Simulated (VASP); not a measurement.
Input of a VASP 6.6.1 run:

File INCAR:

```
PREC = Accurate
ENCUT = 520
EDIFF = 1E-7
ISMEAR = 0
SIGMA = 0.05
LREAL = F
LASPH = T
NELM = 60
ALGO = Normal
ISIF = 2
LWAVE = F
LCHARG = F
GGA = CA
NBANDS = 8
```

The input KPOINTS:

```
Automatic mesh
0
Gamma
  11 11 11
```

Contents of POSCAR:

```
As
1.0
    2.7100410000     -0.0173790000     -0.0118580000
   -0.0173790000      2.7297000000      0.0332640000
   -0.0118580000      0.0332640000      2.6721930000
As
1
Direct
    0.4843510000      0.5055250000      0.4963750000
```

Potentials or basis: VASP PAW LDA potentials, release 64 (As).

Command:

```console
$ cat potpaw_LDA.64/As/POTCAR > POTCAR
$ mpirun -np 1 vasp_std > vasp.out
```

What does it give for the band gap on the k mesh?

Zero (an odd number of electrons rules out a gap without spin polarisation).

What does it give for the pressure?

-2.0 GPa.

Stress tensor (GPa, compression positive):
```
-1.74  0.43  0.26
 0.43 -2.60 -0.80
 0.26 -0.80 -1.59
```
